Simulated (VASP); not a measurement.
A run of VASP 6.6.1 is set up as follows.

Contents of INCAR:

```
SYSTEM = PbS
ALGO = Normal ; EDIFF = 1E-6
ENCUT = 520 ; ISIF = 2
ISMEAR = -1 ; LASPH = .TRUE.
LCHARG = .FALSE. ; LREAL = .FALSE.
LWAVE = .FALSE. ; NBANDS = 17
NELM = 60 ; PREC = Accurate
SIGMA = 0.08
```

The input KPOINTS:

```
k-points
0
G
  12 12 12
  0 0 0
```

The input POSCAR:

```
PbS
1.0
    0.0000000000      2.3946037554      2.3946037554
    2.3946037554      0.0000000000      2.3946037554
    2.3946037554      2.3946037554      0.0000000000
Pb S
1 1
Direct
    0.0000000000      0.0000000000      0.0000000000
    0.5000000000      0.5000000000      0.5000000000
```

Potentials or basis: VASP PAW LDA potentials, release 64 (Pb_d, S).

Command:

```sh
$ cat potpaw_LDA.64/Pb_d/POTCAR potpaw_LDA.64/S/POTCAR > POTCAR
$ mpirun -np 1 vasp_std > vasp.out
```

(1) What does it give for the pressure?

(2) Predict the band gap on the k mesh.

Answers

(1) 130.8 GPa.

(2) zero (bands 10 and 11 overlap by 1.31 eV).

Caveat: the cell stands under pressure; spin-orbit coupling is left out, which moves the levels of the heavy elements.
